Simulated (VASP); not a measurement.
Set up this calculation in VASP 6.6.1, as the native input.

* Task: relaxation of cell and atoms
* Functional: PBE
* Potentials or basis: VASP PAW PBE potentials, release 64 (Ba_sv)
* Cutoff: 600 eV
* k mesh: 6 × 6 × 8
* Occupations: fermi-dirac, width 0.05 eV
* Spin: no spin polarisation
* Target pressure: 2.8 GPa
* Dipole correction: no
* Further INCAR settings: ALGO = Normal; EDIFF = 1e-06; IBRION = 2; EDIFFG = -0.005; NSW = 60; ISIF = 3

The structure of Ba lies in POSCAR:

```
Ba
1.0
    6.5188220630      0.0000000000      0.0000000000
   -3.2594110315      5.6454655093      0.0000000000
    0.0000000000      0.0000000000      4.0416696791
Ba
3
Direct
    0.0000000000      0.0000000000      0.0000000000
    0.3333333333      0.6666666667      0.5000000000
    0.6666666667      0.3333333333      0.5000000000
```

This isn't the form of Ba at room conditions, which is bcc.

The input as run:

INCAR

```
SYSTEM = Ba
  PREC = Accurate
  ENCUT = 600
  EDIFF = 1E-6
  ISMEAR = -1
  SIGMA = 0.05
  LREAL = .False.
  LASPH = .True.
  NELM = 100
  ALGO = Normal
  ISIF = 3
  LWAVE = .False.
  LCHARG = .False.
  GGA = PE
  IBRION = 2
  NSW = 60
  EDIFFG = -0.005
  PSTRESS = 28.0
```

KPOINTS

```
Automatic mesh
0
Gamma
  6 6 8
  0 0 0
```

Potentials or basis: VASP PAW PBE potentials, release 64 (Ba_sv).

The run is started by

```sh
$ cat potpaw_PBE.64/Ba_sv/POTCAR > POTCAR
$ mpirun -np 1 vasp_std > vasp.out
```

Results of the run:

```
Relaxed volume                                             : 50.56 Å³/atom
Relaxed cell                                               : a = 6.661 Å, b = 6.661 Å, c = 3.948 Å, α = 90.00°, β = 90.00°, γ = 120.00°
Space group after relaxing (to 0.1 Å)                      : P6/mmm (No. 191)
Energy change on relaxing (the run minimises the enthalpy) : -24.8 meV/atom
Ionic steps                                                : 6
Pressure after relaxing                                    : 2.8 GPa
Band gap on the k mesh                                     : zero (bands 15 and 16 overlap by 1.00 eV)
```

Caveat: the cell is relaxed towards a set pressure, so the run minimises the enthalpy, not the energy; spin-orbit coupling is left out, which moves the levels of the heavy elements.

Run time: 8.2 min on 1 thread of Intel(R) Xeon(R) Platinum 8259CL CPU @ 2.50GHz (Skylake/Cascade Lake), with other jobs on the host, peak memory 0.37 GiB.
